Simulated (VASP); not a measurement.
Set up this calculation in VASP 6.6.1, as the native input.

| Property | Result |
| --- | --- |
| Task | single point |
| Functional | PBE |
| Potentials or basis | VASP PAW PBE potentials, release 64 (K_sv, I) |
| Cutoff | 520 eV |
| k mesh | 8 × 8 × 8 |
| Occupations | fermi-dirac, width 0.01 eV |
| Spin | no spin polarisation |
| Dipole correction | no |
| Further INCAR settings | ALGO = Normal; EDIFF = 1e-06; NBANDS = 15 |

The structure of KI lies in POSCAR:

```
KI
1.0
    0.0000000000      3.5950410000      3.5245500000
    3.5950410000      0.0000000000      3.5245500000
    3.5950410000      3.5950410000      0.0000000000
K I
1 1
Direct
    0.0000000000      0.0000000000      0.0000000000
    0.5000000000      0.5000000000      0.5000000000
```

This cell differs from its parent crystal: x and y stretched by +2 %, z held.

The input as run:

INCAR

```
PREC = Accurate
ENCUT = 520
EDIFF = 1E-6
ISMEAR = -1
SIGMA = 0.01
LREAL = False
LASPH = True
NELM = 100
ALGO = Normal
ISIF = 2
LWAVE = False
LCHARG = True
GGA = PE
LELF = True
LVHAR = True
NBANDS = 15
```

KPOINTS

```
regular mesh
0
Gamma
  8 8 8
```

Potentials or basis: VASP PAW PBE potentials, release 64 (K_sv, I).

Launch:

```console
$ cat potpaw_PBE.64/K_sv/POTCAR potpaw_PBE.64/I/POTCAR > POTCAR
$ mpirun -np 1 vasp_std > vasp.out
```

It gave:

```yaml
Pressure: 0.2 GPa
Band_gap_on_the_k_mesh: 3.89 eV
```

Caveat: the cell differs from its parent crystal (x and y stretched by +2 %, z held); spin-orbit coupling is left out, which moves the levels of the heavy elements.

Wall time 2.4 min on 1 thread of Intel Xeon 8259CL (shared host), peak memory 0.28 GiB.
